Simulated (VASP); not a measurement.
# LaSi2Ir2 (I4/mmm) in VASP: single point with LDA

Aim: the single point of LaSi2Ir2 with LDA.

Program: VASP 6.6.1. These are calculated values, not measurements. Logs are shortened: lines on timing, memory, paths and dates and some standing lists are left out, and cuts for length are marked.

## (1) The cell of the first run

The structure is tetragonal, space group I4/mmm (No. 139). Conventional cell: a = 4.076 Å, b = 4.076 Å, c = 10.198 Å, α = 90.00°, β = 90.00°, γ = 90.00°. Within 4.2 Å of La (site symmetry 4/mmm) lie 10 Si at 3.16 to 3.80 Å and 8 Ir at 3.26 Å and 4 La at 4.08 Å. Within 3.2 Å of Si (site symmetry 4mm) lie 4 Ir at 2.39 Å and 1 Si at 2.59 Å and 4 La at 3.16 Å. Ir (site symmetry -4m2) has 4 Si at 2.39 Å and 4 Ir at 2.88 Å and 4 La at 3.26 Å within 3.3 Å.

## (2) Single point, LDA

Input file INCAR:

```
SYSTEM = LaSi2Ir2
  PREC = Accurate
  ENCUT = 500
  EDIFF = 1E-6
  ISMEAR = 0
  SIGMA = 0.05
  LREAL = .False.
  LASPH = .True.
  NELM = 200
  ALGO = Normal
  ISIF = 2
  LWAVE = .False.
  LCHARG = .False.
  GGA = CA
  NBANDS = 34
  GGA_COMPAT = .False.
  LMAXMIX = 6
```

Input file KPOINTS:

```
regular mesh
0
Gamma
  16 16 16
  0 0 0
```

Input file POSCAR:

```
LaSi2Ir2
1.0
   -2.0380573067      2.0380573067      5.0992362776
    2.0380573067     -2.0380573067      5.0992362776
    2.0380573067      2.0380573067     -5.0992362776
La Si Ir
1 2 2
Direct
    0.0000000000      0.0000000000      0.0000000000
    0.3730307792      0.3730307792      0.0000000000
    0.6269692208      0.6269692208      0.0000000000
    0.7500000000      0.2500000000      0.5000000000
    0.2500000000      0.7500000000      0.5000000000
```

Potentials or basis: VASP PAW LDA potentials, release 64 (La, Si, Ir_sv_GW).

Run with:

```sh
cat potpaw_LDA.64/La/POTCAR potpaw_LDA.64/Si/POTCAR potpaw_LDA.64/Ir_sv_GW/POTCAR > POTCAR
mpirun -np 1 vasp_std > vasp.out
```

OUTCAR:

```text
SYSTEM = LaSi2Ir2
   PREC = Accurate
   ENCUT = 500
   EDIFF = 1E-6
   ISMEAR = 0
   LREAL = .False.
   LASPH = .True.
   NELM = 200
   ISIF = 2
   GGA = CA

 ion  position               nearest neighbor table
   1  0.000  0.000  0.000-   3 3.16   3 3.16   3 3.16   2 3.16   3 3.16   2 3.16   2 3.16   2 3.16
                             5 3.26   4 3.26   5 3.26   4 3.26   4 3.26   4 3.26   5 3.26   5 3.26
   2  0.373  0.373  0.000-   4 2.39   5 2.39   5 2.39   4 2.39   3 2.59   1 3.16   1 3.16   1 3.16
                             1 3.16
   3  0.627  0.627  0.000-   5 2.39   4 2.39   4 2.39   5 2.39   2 2.59   1 3.16   1 3.16   1 3.16
                             1 3.16
   4  0.750  0.250  0.500-   2 2.39   3 2.39   2 2.39   3 2.39   5 2.88   5 2.88   5 2.88   5 2.88
                             1 3.26   1 3.26   1 3.26   1 3.26
   5  0.250  0.750  0.500-   2 2.39   3 2.39   2 2.39   3 2.39   4 2.88   4 2.88   4 2.88   4 2.88
                             1 3.26   1 3.26   1 3.26   1 3.26

  LATTYP: Found a body centered tetragonal cell.
 ALAT       =     4.0761146134
 C/A-ratio  =     2.5020082904

  Lattice vectors:

 A1 = (  -2.0380573067,   2.0380573067,   5.0992362776)
 A2 = (   2.0380573067,  -2.0380573067,   5.0992362776)
 A3 = (   2.0380573067,   2.0380573067,  -5.0992362776)

Analysis of symmetry for initial positions (statically):
=====================================================================
 Subroutine PRICEL returns:
 Original cell was already a primitive cell.

 Routine SETGRP: Setting up the symmetry group for a
 body centered tetragonal supercell.

 Subroutine GETGRP returns: Found 16 space group operations
 (whereof 16 operations were pure point group operations)
 out of a pool of 16 trial point group operations.

The static configuration has the point symmetry D_4h.

Analysis of symmetry for dynamics (positions and initial velocities):
=====================================================================
 Subroutine PRICEL returns:
 Original cell was already a primitive cell.

 Routine SETGRP: Setting up the symmetry group for a
 body centered tetragonal supercell.

 Subroutine GETGRP returns: Found 16 space group operations
 (whereof 16 operations were pure point group operations)
 out of a pool of 16 trial point group operations.

The dynamic configuration has the point symmetry D_4h.

 Subroutine INISYM returns: Found 16 space group operations
 (whereof 16 operations are pure point group operations),
 and found     1 'primitive' translations

[... 104 lines left out ...]
   IBRION =     -1    ionic relax: 0-MD 1-quasi-New 2-CG
   NFREE  =      0    steps in history (QN), initial steepest desc. (CG)
   ISIF   =      2    stress and relaxation
   ISYM   =      2    0-nonsym 1-usesym 2-fastsym
   POTIM  = 0.5000    time-step for ionic-motion
   TEBEG  =    0.0;   TEEND  =   0.0 temperature during run
   PSTRESS=    0.0 pullay stress
   NELECT =      53.0000    total number of electrons
   NUPDOWN=      -1.0000    fix difference up-down
   EMIN   =  10.00;   EMAX   =-10.00  energy-range for DOS
   EFERMI =   0.00;   METHOD = LEGACY
   ISMEAR =     0;   SIGMA  =   0.05  broadening in eV -4-tet -1-fermi 0-gaus
   EFERMI_NEDOS =   21; number of points for ismear=-14 and -15
   IALGO  =     38    algorithm
   IMIX   =      4    mixing-type and parameters
     AMIX     =   0.40;   BMIX     =  1.00
     AMIX_MAG =   1.60;   BMIX_MAG =  1.00
  volume/ion in A,a.u.               =      16.94       114.35
  Fermi-wavevector in a.u.,A,eV,Ry     =   1.400127  2.645857 26.672264  1.960356
  Thomas-Fermi vector in A             =   2.523118
   LORBIT       =      0    0 simple, 1 ext, 2 COOP (PROOUT), +10 PAW based schemes
   GGA     = CA    functional components
   LHFCALC =     F    Hartree Fock is set to
   AEXX    =    0.0000 exact exchange contribution
   IVDW    =     0    specifies the selected vdW correction
   LEPSILON=     F    determine dielectric tensor
   LRPA    =     F    only Hartree local field effects (RPA)
 non-spin polarized calculation
 Gauss-broadening in eV      SIGMA  =   0.05
  energy-cutoff  :      500.00
  volume of cell :       84.72
 maximum number of plane-waves:      2187
 NGX is ok and might be reduce to    48
   NGX = 21   NGY = 21   NGZ = 21

 number of electron      53.0000000 magnetization

 Free energy of the ion-electron system (eV)
  ---------------------------------------------------
  ext. energy  EPLUGINS =         0.00000000
  ---------------------------------------------------
  free energy    TOTEN  =       -44.67985822 eV

  energy without entropy =      -44.67678941  energy(sigma->0) =      -44.67832382

 E-fermi :  10.9519     XC(G=0): -12.3130

 val. band max:       10.9510835610   @ k =   0.3125   0.1250   0.0625
 cond. band min:      10.9527016126   @ k =  -0.1250   0.4375   0.1250
 fundamental gap:      0.0016180515
 Fermi energy:        10.9519408939

 k-point     1 :       0.0000    0.0000    0.0000
  band No.  band energies     occupation
      1     -81.1480      2.00000
      2     -81.1284      2.00000
      3     -38.4459      2.00000
      4     -38.4459      2.00000
      5     -38.2325      2.00000
      6     -38.2325      2.00000
[... 877 lines left out ...]
     33      13.5765      0.00000
     34      13.7450      0.00000

 [... further k-points ...]

------------------------ aborting loop because EDIFF is reached ----------------------------------------

  FORCE on cell =-STRESS in cart. coord.  units (eV):
  Direction    XX          YY          ZZ          XY          YZ          ZX
  --------------------------------------------------------------------------------------
  -------------------------------------------------------------------------------------
  Total       -0.2490864     -0.2490864     -0.3537449      0.0000000     -0.0000000     -0.0000000
  in kB       -4.7104532     -4.7104532     -6.6896419      0.0000000     -0.0000000     -0.0000000
  external PRESSURE =      -5.3701828 kB  Pullay stress =       0.0000000 kB

 VOLUME and BASIS-vectors are now :
 -----------------------------------------------------------------------------
  energy-cutoff  :      500.00
  volume of cell :       84.72
      direct lattice vectors                 reciprocal lattice vectors
    -2.038057307  2.038057307  5.099236278     0.000000000  0.245331669  0.098053899
     2.038057307 -2.038057307  5.099236278     0.245331669  0.000000000  0.098053899
     2.038057307  2.038057307 -5.099236278     0.245331669  0.245331669  0.000000000

 POSITION                                       TOTAL-FORCE (eV/Angst)
 -----------------------------------------------------------------------------------
      0.00000      0.00000      0.00000         0.000000      0.000000      0.000000
      0.00000      0.00000      3.80434         0.000000      0.000000      0.064067
      0.00000      0.00000      6.39413        -0.000000     -0.000000     -0.064067
      0.00000      2.03806      2.54962         0.000000      0.000000      0.000000
      2.03806      0.00000      2.54962         0.000000      0.000000      0.000000
 -----------------------------------------------------------------------------------
    total drift:                                0.000000     -0.000000      0.000000

  FREE ENERGIE OF THE ION-ELECTRON SYSTEM (eV)
  ---------------------------------------------------
  free  energy   TOTEN  =       -44.6798582242 eV

  energy  without entropy=      -44.6767894119  energy(sigma->0) =      -44.67832382
```

OSZICAR:

```text
N       E                     dE             d eps       ncg     rms          rms(c)
DAV:   1     0.624145164219E+03    0.62415E+03   -0.27305E+04 32330   0.219E+03
DAV:   2     0.325179467476E+02   -0.59163E+03   -0.56969E+03 28592   0.516E+02
DAV:   3    -0.411441257346E+02   -0.73662E+02   -0.67330E+02 32434   0.166E+02
DAV:   4    -0.511763461767E+02   -0.10032E+02   -0.90796E+01 42522   0.497E+01
DAV:   5    -0.519293302490E+02   -0.75298E+00   -0.72587E+00 35780   0.107E+01    0.917E+01
DAV:   6    -0.469800307365E+02    0.49493E+01   -0.12749E+02 39090   0.705E+01    0.624E+01
DAV:   7    -0.447657418499E+02    0.22143E+01   -0.29220E+01 37500   0.359E+01    0.361E+01
DAV:   8    -0.451750498994E+02   -0.40931E+00   -0.53658E+00 40976   0.132E+01    0.573E+00
DAV:   9    -0.446634419867E+02    0.51161E+00   -0.31772E+00 37694   0.135E+01    0.171E+00
DAV:  10    -0.446825213857E+02   -0.19079E-01   -0.22436E-01 37716   0.304E+00    0.149E+00
DAV:  11    -0.446798451040E+02    0.26763E-02   -0.25254E-02 38752   0.102E+00    0.289E-01
DAV:  12    -0.446798571460E+02   -0.12042E-04   -0.16200E-03 40976   0.264E-01    0.135E-01
DAV:  13    -0.446798741039E+02   -0.16958E-04   -0.22671E-04 37460   0.101E-01    0.906E-02
DAV:  14    -0.446798577096E+02    0.16394E-04   -0.80281E-05 34608   0.603E-02    0.855E-03
DAV:  15    -0.446798582242E+02   -0.51457E-06   -0.50718E-06 29496   0.184E-02
   1 F= -.44679858E+02 E0= -.44678324E+02  d E =-.306881E-02
```

Wall time 27 min (1 thread of AMD EPYC 9R45 (Zen 5), shared host); peak memory 1 GiB.

What came out:

```yaml
Free_energy: -44.6799 eV
Pressure: -0.5 GPa
Largest_force: 0.064 eV/Å
Band_gap_on_the_k_mesh: zero (an odd number of electrons rules out a gap without spin polarisation)
```

Forces in eV/Å, atoms in the order of the input:
```
La   0.000  0.000  0.000
Si   0.000  0.000  0.064
Si   0.000  0.000 -0.064
Ir   0.000  0.000  0.000
Ir   0.000  0.000  0.000
```

Caveat: spin-orbit coupling is left out, which moves the levels of the heavy elements.
